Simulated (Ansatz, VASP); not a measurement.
**Two plane-wave programs on AlRu**

```
Al Ru
1.0
     2.99160    0.00000    0.00000
     0.00000    2.99160    0.00000
     0.00000    0.00000    2.99160
Al Ru
1 1
Direct
  0.00000 0.02089 0.00000
  0.50000 0.50000 0.50000
```

Change from the starting cell: all Al atoms moved +0.062 Å, as atom 1 along Cartesian [0 1 0].

Alike in both runs: task single point; functional LDA; k mesh 16 × 16 × 16; occupations gaussian, width 0.15 eV; no spin polarisation.

|  | VASP | Ansatz |
| --- | --- | --- |
| version | VASP 6.6.1 | Ansatz 0.2.0 |
| potentials or method | VASP PAW LDA potentials, release 64 (Al, Ru_pv), cutoff 520 eV | scalar-relativistic, plane waves, PAW |
| valence electrons in the cell | 17 | 19 |

|  | VASP | Ansatz | Ansatz less VASP |
| --- | --- | --- | --- |
| gap on the k mesh at the Fermi level (eV) | none | none | - |
| pressure (GPa) | -7.3 | -7.8 | -0.49 |
| traceless stress, the component that is largest in VASP (GPa) | -0.19 | -0.18 | +0.006 |
| rms of the force components (eV/Å) | 0.260 | 0.255 | -0.0045 |

LDA's correlation is that of Perdew and Zunger in VASP and of Perdew and Wang (1992) in Ansatz. Atom by atom the forces differ by 0.004 eV/Å (rms over components). A gap of «none» marks a metal or a gap that the smearing closes. VASP's potentials hold 17 valence electrons a cell and Ansatz's 19, so a difference there can come from the potentials and not from the codes.
